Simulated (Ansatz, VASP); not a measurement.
# Ga in VASP and in Ansatz

```
Ga
1.0
     0.00000    2.06853    2.06853
     2.06853    0.00000    2.06853
     2.06853    2.06853    0.00000
Ga
1
Cartesian
  0.0000 0.0000 0.0000
```

Alike in both runs: functional PBEsol; k mesh 10 × 10 × 10; occupations gaussian, width 0.1 eV; no spin polarisation.

Ansatz relaxed the structure, and its values are those at the end. VASP's run is a single point on that final structure, the one shown.

```csv
,VASP,Ansatz
version,VASP 6.6.1,Ansatz 0.2.0
potentials or method,"VASP PAW PBE potentials, release 64 (Ga_d), cutoff 500 eV","scalar-relativistic, plane waves, PAW"
valence electrons in the cell,13,13
```

```csv
,VASP,Ansatz,Ansatz less VASP
gap on the k mesh at the Fermi level (eV),none,none,-
pressure (GPa),0.5,0.5,-0.03
```

VASP's potentials were made for PBE, not for PBEsol. A gap of «none» marks a metal or a gap that the smearing closes.
